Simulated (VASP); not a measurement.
Runs of VASP 6.6.1 on Os. The structure is that of space group P6_3/mmc (No. 194), or close to it. The cells are those of the table. 

```csv
cell,gap on the mesh (eV),pressure (GPa)
"a = 2.754, b = 2.754, c = 4.349 Å, angles 90.0, 90.0, 120.0°, 2 atoms",none,-0.2
"a = 2.675, b = 2.675, c = 4.241 Å, angles 90.0, 90.0, 120.0°, 2 atoms",none,(a)
"a = 2.503, b = 2.503, c = 3.999 Å, angles 90.0, 90.0, 120.0°, 2 atoms",none,214.7
"a = 2.409, b = 2.409, c = 3.863 Å, angles 90.0, 90.0, 120.0°, 2 atoms",none,389.7
"a = 2.592, b = 2.592, c = 4.124 Å, angles 90.0, 90.0, 120.0°, 2 atoms",none,(b)
```

Alike in all rows: task single point; level PBE; potentials or basis VASP PAW PBE potentials, release 64 (Os); no spin polarisation; k mesh 18 × 18 × 10; cutoff (eV) 520; smearing fermi-dirac 0.08 eV.

Task: Fill in the values left out.

Result: (a) 41.2; (b) 107.6.

Caveats: spin-orbit coupling is left out, which moves the levels of the heavy elements; the cell stands under pressure (at least some runs).

A k mesh can miss the band edges, and the runs leave out spin-orbit coupling on Os.

A gap of «none» marks levels without a gap at the run's occupations.
